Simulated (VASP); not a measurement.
Runs of VASP 6.6.1 on Al2BN3. The structure is that of space group P6/mmm (No. 191), or close to it. The cells are those of the table. 

| task | cell | k mesh | cutoff (eV) | gap on the mesh (eV) | pressure (GPa) | relaxed volume (Å³/atom) |
| --- | --- | --- | --- | --- | --- | --- |
| relaxation of cell and atoms | relaxed from a = 5.371, b = 5.371, c = 2.485 Å, angles 90.0, 90.0, 120.0°, 6 atoms | 12 × 12 × 16 | 600 | none | 0.0 | (a) |
| relaxation of cell and atoms | relaxed from a = 4.729, b = 4.729, c = 3.554 Å, angles 90.0, 90.0, 120.0°, 6 atoms | 6 × 6 × 6 | 600 | none | -0.3 | 10.35 |
| single point | a = 5.371, b = 5.371, c = 2.485 Å, angles 90.0, 90.0, 120.0°, 6 atoms | 6 × 6 × 6 | 520 | none | -0.1 | - |
| single point | a = 5.099, b = 5.099, c = 2.704 Å, angles 90.0, 90.0, 120.0°, 6 atoms | 12 × 12 × 16 | 520 | none | -0.3 | - |
| single point | a = 4.729, b = 4.729, c = 3.554 Å, angles 90.0, 90.0, 120.0°, 6 atoms | 6 × 6 × 6 | 520 | none | -19.6 | - |

Alike in all rows: level PBE; potentials or basis VASP PAW PBE potentials, release 64 (Al, B, N); no spin polarisation; smearing gaussian 0.1 eV.

Fill in the values left out.

(a) 10.12.

Caveats: some runs use coarse meshes.

A gap of «none» marks levels without a gap at the run's occupations.
